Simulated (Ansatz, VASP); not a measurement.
## TiTe2: VASP beside Ansatz

```
Te Ti
1.0
     3.77700    0.00000    0.00000
    -1.88850    3.27098    0.00000
     0.00000    0.00000    6.49800
Te Ti
2 1
Direct
  0.33333 0.66667 0.73720
  0.66667 0.33333 0.26280
  0.00000 0.00000 0.00000
```

Alike in both runs: functional PBEsol; k mesh 8 × 8 × 4; occupations fermi-dirac, width 0.05 eV; no spin polarisation; Hubbard terms Ti d U = 2.0 eV.

|  | VASP | Ansatz |
| --- | --- | --- |
| version | VASP 6.6.1 | Ansatz 0.2.0 |
| potentials or method | VASP PAW PBE potentials, release 64 (Te, Ti_sv) | Ansatz PAW |
| plane-wave cutoff (eV) | 520 | 420 |
| valence electrons in the cell | 24 | 44 |
| task | single point | projected density of states |

Ansatz gave:

```
gap on the k mesh at the Fermi level (eV)                     : none
pressure (GPa)                                                : -0.8
traceless stress, the component that is largest in VASP (GPa) : -0.22
rms of the force components (eV/Å)                            : 0.048
```

**Question.** What did VASP give for the same quantities?

**Answer.** gap on the k mesh at the Fermi level (eV): none; pressure (GPa): -1.0; traceless stress, the component that is largest in VASP (GPa): 0.14; rms of the force components (eV/Å): 0.014.

VASP's potentials were made for PBE, not for PBEsol. The programs project onto different local orbitals, so the same U acts differently, and such runs can settle in different states. Atom by atom the forces differ by 0.034 eV/Å (rms over components). A gap of «none» marks a metal or a gap that the smearing closes. VASP's potentials hold 24 valence electrons a cell and Ansatz's 44, so a difference there can come from the potentials and not from the codes.

Neither program's run includes spin-orbit coupling.
